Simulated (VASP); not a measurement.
# Sn2Te3O (R-3m) in VASP: further runs, part 2 of 2

VASP 6.6.1.

**3. Single point, PBE**

This run uses another cell than the first one, of 29.80 Å³/atom.

Input file INCAR:

```
SYSTEM = Sn2Te3O
PREC = Accurate
ENCUT = 600
EDIFF = 1E-6
ISMEAR = 0
SIGMA = 0.1
LREAL = .FALSE.
LASPH = .TRUE.
NELM = 120
ALGO = Normal
ISIF = 2
LWAVE = .FALSE.
LCHARG = .TRUE.
GGA = PE
LELF = .TRUE.
LVHAR = .TRUE.
NBANDS = 35
GGA_COMPAT = .FALSE.
```

Input file KPOINTS:

```
regular mesh
0
G
  6 6 6
  0 0 0
```

Input file POSCAR:

```
Sn2Te3O
1.0
    3.2087919092      1.8525968726      5.0129029935
   -3.2087919092      1.8525968726      5.0129029935
    0.0000000000     -3.7051937451      5.0129029935
Sn Te O
2 3 1
Direct
    0.1340898543      0.1340898543      0.1340898543
    0.8659101457      0.8659101457      0.8659101457
    0.5000000000      0.5000000000      0.0000000000
    0.0000000000      0.5000000000      0.5000000000
    0.5000000000      0.0000000000      0.5000000000
    0.0000000000      0.0000000000      0.0000000000
```

Potentials or basis: VASP PAW PBE potentials, release 64 (Sn_d, Te, O).

Run with:

```
cat potpaw_PBE.64/Sn_d/POTCAR potpaw_PBE.64/Te/POTCAR potpaw_PBE.64/O/POTCAR > POTCAR
mpirun -np 1 vasp_std > vasp.out
```

OUTCAR:

```text
SYSTEM = Sn2Te3O
   PREC = Accurate
   ENCUT = 600
   EDIFF = 1E-6
   ISMEAR = 0
   LREAL = .FALSE.
   LASPH = .TRUE.
   NELM = 120
   ISIF = 2
   GGA = PE

 ion  position               nearest neighbor table
   1  0.134  0.134  0.134-   6 2.02   5 3.52   4 3.52   3 3.52
   2  0.866  0.866  0.866-   6 2.02   5 3.52   4 3.52   3 3.52
   3  0.500  0.500  0.000-   4 3.21   5 3.21   5 3.21   4 3.21   1 3.52   2 3.52
   4  0.000  0.500  0.500-   5 3.21   5 3.21   3 3.21   3 3.21   1 3.52   2 3.52
   5  0.500  0.000  0.500-   4 3.21   4 3.21   3 3.21   3 3.21   1 3.52   2 3.52
   6  0.000  0.000  0.000-   1 2.02   2 2.02

  LATTYP: Found a trigonal (rhomboedric) cell.
 ALAT       =     6.2335910285
 COS(alpha) =     0.4700480532

  Lattice vectors:

 A1 = (   3.2087919092,   1.8525968726,   5.0129029935)
 A2 = (  -3.2087919092,   1.8525968726,   5.0129029935)
 A3 = (   0.0000000000,  -3.7051937451,   5.0129029935)

Analysis of symmetry for initial positions (statically):
=====================================================================
 Subroutine PRICEL returns:
 Original cell was already a primitive cell.

 Routine SETGRP: Setting up the symmetry group for a
 trigonal (rhombohedral) supercell.

 Subroutine GETGRP returns: Found 12 space group operations
 (whereof 12 operations were pure point group operations)
 out of a pool of 12 trial point group operations.

The static configuration has the point symmetry D_3d.

Analysis of symmetry for dynamics (positions and initial velocities):
=====================================================================
 Subroutine PRICEL returns:
 Original cell was already a primitive cell.

 Routine SETGRP: Setting up the symmetry group for a
 trigonal (rhombohedral) supercell.

 Subroutine GETGRP returns: Found 12 space group operations
 (whereof 12 operations were pure point group operations)
 out of a pool of 12 trial point group operations.

The dynamic configuration has the point symmetry D_3d.

 Subroutine INISYM returns: Found 12 space group operations
 (whereof 12 operations are pure point group operations),
 and found     1 'primitive' translations

----------------------------------------------------------------------------------------

                                     Primitive cell

  volume of cell :     178.7982

  direct lattice vectors                    reciprocal lattice vectors
     3.208791909  1.852596873  5.012902994     0.155821884  0.089963807  0.066495070
    -3.208791909  1.852596873  5.012902994    -0.155821884  0.089963807  0.066495070
     0.000000000 -3.705193745  5.012902994     0.000000000 -0.179927613  0.066495070

  length of vectors
     6.233591029  6.233591029  6.233591029     0.191821637  0.191821637  0.191821637

  position of ions in fractional coordinates (direct lattice)
     0.134089854  0.134089854  0.134089854
     0.865910146  0.865910146  0.865910146
     0.500000000  0.500000000  1.000000000
     0.000000000  0.500000000  0.500000000
     0.500000000  0.000000000  0.500000000
     0.000000000  0.000000000  0.000000000

  ion indices of the primitive-cell ions
   primitive index   ion index
[... 33 lines left out ...]
 Following reciprocal coordinates:
            Coordinates               Weight
  0.000000  0.000000  0.000000      1.000000
  0.166667 -0.000000  0.000000      6.000000
  0.333333  0.000000  0.000000      6.000000
  0.500000  0.000000  0.000000      3.000000
  0.166667  0.166667  0.000000      6.000000
  0.333333  0.166667  0.000000     12.000000
[... 16 lines left out ...]
  0.500000  0.500000  0.166667      6.000000
 -0.333333  0.500000  0.166667     12.000000
 [... further k-points ...]
   k-points           NKPTS =     32   k-points in BZ     NKDIM =     32   number of bands    NBANDS=     35
   number of dos      NEDOS =    301   number of ions     NIONS =      6
   total plane-waves  NPLWV = 125000
   dimension x,y,z NGX =    50 NGY =   50 NGZ =   50
   dimension x,y,z NGXF=   100 NGYF=  100 NGZF=  100
   ions per type =               2   3   1
   NGX,Y,Z   is equivalent  to a cutoff of  13.33, 13.33, 13.33 a.u.
   NGXF,Y,Z  is equivalent  to a cutoff of  26.67, 26.67, 26.67 a.u.
 SYSTEM =  Sn2Te3O
   PREC   = accura    normal or accurate (medium, high low for compatibility)
   ISTART =      0    job   : 0-new  1-cont  2-samecut
   ICHARG =      2    charge: 1-file 2-atom 10-const
   ISPIN  =      1    spin polarized calculation?
   LNONCOLLINEAR =      F non collinear calculations
   LSORBIT =      F    spin-orbit coupling
   LASPH  =      T    aspherical Exc in radial PAW
   ENCUT  =  600.0 eV  44.10 Ry    6.64 a.u.  12.45 12.45 12.45*2*pi/ulx,y,z
   NELM   =    120;   NELMIN=  2; NELMDL= -5     # of ELM steps
   EDIFF  = 0.1E-05   stopping-criterion for ELM
   LREAL  =      F    real-space projection
   EDIFFG = 0.1E-04   stopping-criterion for IOM
   NSW    =      0    number of steps for IOM
   IBRION =     -1    ionic relax: 0-MD 1-quasi-New 2-CG
   NFREE  =      0    steps in history (QN), initial steepest desc. (CG)
   ISIF   =      2    stress and relaxation
   ISYM   =      2    0-nonsym 1-usesym 2-fastsym
   POTIM  = 0.5000    time-step for ionic-motion
   TEBEG  =    0.0;   TEEND  =   0.0 temperature during run
   PSTRESS=    0.0 pullay stress
   NELECT =      52.0000    total number of electrons
   NUPDOWN=      -1.0000    fix difference up-down
   EMIN   =  10.00;   EMAX   =-10.00  energy-range for DOS
   EFERMI =   0.00;   METHOD = LEGACY
   ISMEAR =     0;   SIGMA  =   0.10  broadening in eV -4-tet -1-fermi 0-gaus
   EFERMI_NEDOS =   21; number of points for ismear=-14 and -15
   IALGO  =     38    algorithm
   IMIX   =      4    mixing-type and parameters
     AMIX     =   0.40;   BMIX     =  1.00
     AMIX_MAG =   1.60;   BMIX_MAG =  1.00
  volume/ion in A,a.u.               =      29.80       201.10
  Fermi-wavevector in a.u.,A,eV,Ry     =   1.084647  2.049685 16.006687  1.176458
  Thomas-Fermi vector in A             =   2.220742
   LORBIT       =      0    0 simple, 1 ext, 2 COOP (PROOUT), +10 PAW based schemes
   GGA     = PE    functional components
   LHFCALC =     F    Hartree Fock is set to
   AEXX    =    0.0000 exact exchange contribution
   IVDW    =     0    specifies the selected vdW correction
   LEPSILON=     F    determine dielectric tensor
   LRPA    =     F    only Hartree local field effects (RPA)
 non-spin polarized calculation
 Gauss-broadening in eV      SIGMA  =   0.10
  energy-cutoff  :      600.00
  volume of cell :      178.80
 maximum number of plane-waves:      5993
 NGX is ok and might be reduce to    50

 number of electron      52.0000007 magnetization

 Free energy of the ion-electron system (eV)
  ---------------------------------------------------
  ext. energy  EPLUGINS =         0.00000000
  ---------------------------------------------------
  free energy    TOTEN  =       -22.47355787 eV

  energy without entropy =      -22.44181479  energy(sigma->0) =      -22.45768633

 E-fermi :   5.6082     XC(G=0):  -9.1652

 val. band max:        5.5936152683   @ k =   0.3333   0.1667   0.0000
 cond. band min:       5.6121928510   @ k =  -0.3333   0.5000   0.1667
 fundamental gap:      0.0185775827
 Fermi energy:         5.6081974263

 k-point     1 :       0.0000    0.0000    0.0000
  band No.  band energies     occupation
      1     -16.3746      2.00000
      2     -16.1718      2.00000
      3     -16.1718      2.00000
      4     -16.1602      2.00000
      5     -16.1602      2.00000
      6     -16.0756      2.00000
[... 901 lines left out ...]
     34      10.2957      0.00000
     35      10.7533      0.00000

 [... further k-points ...]

------------------------ aborting loop because EDIFF is reached ----------------------------------------

  FORCE on cell =-STRESS in cart. coord.  units (eV):
  Direction    XX          YY          ZZ          XY          YZ          ZX
  --------------------------------------------------------------------------------------
  -------------------------------------------------------------------------------------
  Total       -0.1082015     -0.1082015      0.1701364      0.0000000      0.0000000      0.0000000
  in kB       -0.9695737     -0.9695737      1.5245614      0.0000000      0.0000000      0.0000000
  external PRESSURE =      -0.1381953 kB  Pullay stress =       0.0000000 kB

 VOLUME and BASIS-vectors are now :
 -----------------------------------------------------------------------------
  energy-cutoff  :      600.00
  volume of cell :      178.80
      direct lattice vectors                 reciprocal lattice vectors
     3.208791909  1.852596873  5.012902994     0.155821884  0.089963807  0.066495070
    -3.208791909  1.852596873  5.012902994    -0.155821884  0.089963807  0.066495070
     0.000000000 -3.705193745  5.012902994     0.000000000 -0.179927613  0.066495070

 POSITION                                       TOTAL-FORCE (eV/Angst)
 -----------------------------------------------------------------------------------
      0.00000      0.00000      2.01654         0.000000      0.000000      0.059129
      0.00000      0.00000     13.02217         0.000000     -0.000000     -0.059129
      0.00000      1.85260      5.01290         0.000000      0.000000     -0.000000
     -1.60440     -0.92630      5.01290        -0.000000      0.000000     -0.000000
      1.60440     -0.92630      5.01290        -0.000000     -0.000000      0.000000
      0.00000      0.00000      0.00000         0.000000     -0.000000      0.000000
 -----------------------------------------------------------------------------------
    total drift:                               -0.000000     -0.000000      0.000000

  FREE ENERGIE OF THE ION-ELECTRON SYSTEM (eV)
  ---------------------------------------------------
  free  energy   TOTEN  =       -22.4735578732 eV

  energy  without entropy=      -22.4418147918  energy(sigma->0) =      -22.45768633
```

Wall time 3.2 min (1 thread of AMD EPYC 9R45 (Zen 5), shared host); peak memory 0.45 GiB.

Results:

```
Free energy            : -22.4736 eV
Pressure               : 0.0 GPa
Largest force          : 0.059 eV/Å
Band gap on the k mesh : zero (bands 26 and 27 overlap by 2.15 eV)
```

Forces in eV/Å, atoms in the order of the input:
```
Sn   0.000  0.000  0.059
Sn   0.000  0.000 -0.059
Te   0.000  0.000  0.000
Te   0.000  0.000  0.000
Te   0.000  0.000  0.000
O    0.000  0.000  0.000
```

Stress tensor (GPa, compression positive):
```
-0.10  0.00  0.00
 0.00 -0.10  0.00
 0.00  0.00  0.15
```

Levels at points of the mesh, in eV from the Fermi level:
```csv
k point,band 22,band 23,band 24,band 25,band 26,band 27,band 28,band 29,band 30,band 31
"(0.00, 0.00, 0.00)",-1.67,-1.37,-1.37,-1.16,-0.94,-0.94,1.59,2.22,2.61,2.61
"(0.50, 0.00, 0.00)",-2.25,-2.06,-1.55,-1.54,-1.23,-0.39,1.53,1.54,1.92,2.42
"(0.50, 0.50, 0.00)",-1.59,-1.57,-1.56,-0.94,-0.66,-0.59,0.51,1.34,2.04,2.37
"(0.50, 0.50, 0.50)",-1.52,-1.21,-1.21,-0.74,1.21,1.21,1.55,1.55,1.67,2.17
```

Caveat: spin-orbit coupling is left out, which moves the levels of the heavy elements.

**4. Relaxation of cell and atoms, PBE**

This run uses another cell than the first one, of the same volume but with other edges.

Input file INCAR:

```
  PREC = Accurate
  ENCUT = 600
  EDIFF = 1E-7
  ISMEAR = 0
  SIGMA = 0.1
  LREAL = False
  LASPH = True
  NELM = 120
  ALGO = Normal
  ISIF = 3
  LWAVE = False
  LCHARG = False
  GGA = PE
  IBRION = 2
  NSW = 100
  EDIFFG = -0.01
  GGA_COMPAT = False
  NELMIN = 4
```

Input file KPOINTS:

```
regular mesh
0
Gamma
  6 6 6
```

Input file POSCAR:

```
Sn2Te3O
1.0
    3.2301405618      1.8649225229      4.9741426574
   -3.2301405618      1.8649225229      4.9741426574
    0.0000000000     -3.7298450458      4.9741426574
Sn Te O
2 3 1
Direct
    0.1352220545      0.1352220545      0.1352220545
    0.8647779455      0.8647779455      0.8647779455
    0.5000000000      0.5000000000      0.0000000000
    0.0000000000      0.5000000000      0.5000000000
    0.5000000000      0.0000000000      0.5000000000
    0.0000000000      0.0000000000      0.0000000000
```

Run with:

```
cat potpaw_PBE.64/Sn_d/POTCAR potpaw_PBE.64/Te/POTCAR potpaw_PBE.64/O/POTCAR > POTCAR
mpirun -np 1 vasp_std > vasp.out
```

Wall time 15 min (1 thread of AMD EPYC 9R45 (Zen 5), shared host); peak memory 0.48 GiB.

It converged, with:

```yaml
Free_energy: -22.4743 eV
Relaxed_volume: 29.67 Å³/atom
Relaxed_cell: a = 6.225 Å, b = 6.225 Å, c = 6.225 Å, α = 61.94°, β = 61.94°, γ = 61.94°
Space_group_after_relaxing_to_0.1_Å: R-3m (No. 166)
Energy_gained_by_relaxing: 0.9 meV/atom
Ionic_steps: 7
Pressure_after_relaxing: 0.0 GPa
Largest_force_after_relaxing: 0.009 eV/Å
Band_gap_on_the_k_mesh: zero (bands 26 and 27 overlap by 2.17 eV)
```

Forces in eV/Å, atoms in the order of the input:
```
Sn   0.000  0.000 -0.009
Sn   0.000  0.000  0.009
Te   0.000  0.000  0.000
Te   0.000  0.000  0.000
Te   0.000  0.000  0.000
O    0.000  0.000  0.000
```

The path:
| step | energy change (eV) | largest force (eV/Å) | pressure (GPa) | volume (Å³) |
| --- | --- | --- | --- | --- |
| 1 | 0.0000 | 0.0049 | -0.23 | 179.78 |
| 2 | -0.0036 | 0.0254 | -0.10 | 178.66 |
| 3 | -0.0046 | 0.0466 | 0.01 | 177.75 |
| 4 | -0.0047 | 0.0489 | 0.02 | 177.63 |
| 5 | -0.0049 | 0.0281 | 0.04 | 177.67 |
| 6 | -0.0051 | 0.0053 | 0.08 | 177.73 |
| 7 | -0.0053 | 0.0094 | 0.01 | 178.00 |

Final structure:
```xyz
6
Lattice="3.2035 1.8496 5.0070 -3.2035 1.8496 5.0070 0.0000 -3.6991 5.0070" Properties=species:S:1:pos:R:3 pbc="T T T"
Sn    0.0000    0.0000    2.0231
Sn    0.0000    0.0000   12.9980
Te    0.0000    1.8496    5.0070
Te   -1.6018   -0.9248    5.0070
Te    1.6018   -0.9248    5.0070
O     0.0000    0.0000    0.0000
```

Levels at points of the mesh, in eV from the Fermi level:
```
           k point  band 22  band 23  band 24  band 25  band 26  band 27  band 28  band 29  band 30  band 31
(0.00, 0.00, 0.00)    -1.69    -1.36    -1.36    -1.13    -0.96    -0.96     1.60     2.19     2.62     2.62
(0.50, 0.00, 0.00)    -2.26    -2.07    -1.56    -1.55    -1.24    -0.37     1.54     1.54     1.93     2.43
(0.50, 0.50, 0.00)    -1.60    -1.59    -1.57    -0.96    -0.66    -0.58     0.50     1.32     2.05     2.37
(0.50, 0.50, 0.50)    -1.53    -1.21    -1.21    -0.74     1.21     1.21     1.55     1.55     1.68     2.14
```

Caveat: spin-orbit coupling is left out, which moves the levels of the heavy elements.

**5. The runs side by side**

| task | cell | k mesh | gap on the mesh (eV) | pressure (GPa) | relaxed volume (Å³/atom) | largest force (eV/Å) |
| --- | --- | --- | --- | --- | --- | --- |
| relaxation of cell and atoms | relaxed from a = 6.686 Å, angles 53.7°, 6 atoms, atomic positions A | 3 × 3 × 3 | none | 0.0 | 29.95 | - |
| single point | a = 6.234 Å, angles 62.0°, 6 atoms, atomic positions B | 6 × 6 × 6 | none | 0.0 | - | 0.06 |
| relaxation of cell and atoms | relaxed from a = 6.217 Å, angles 62.6°, 6 atoms, atomic positions C | 6 × 6 × 6 | none | 0.0 | 29.67 | 0.01 |

Alike in all rows: level PBE; potentials or basis VASP PAW PBE potentials, release 64 (Sn_d, Te, O); no spin polarisation; cutoff (eV) 600; smearing gaussian 0.1 eV.

Caveats: some runs use coarse meshes; spin-orbit coupling is left out, which moves the levels of the heavy elements.

Absolute energies hang on the potentials; compare differences alone.

The gap in the log of VASP goes by the Fermi energy; the results here count the filled bands.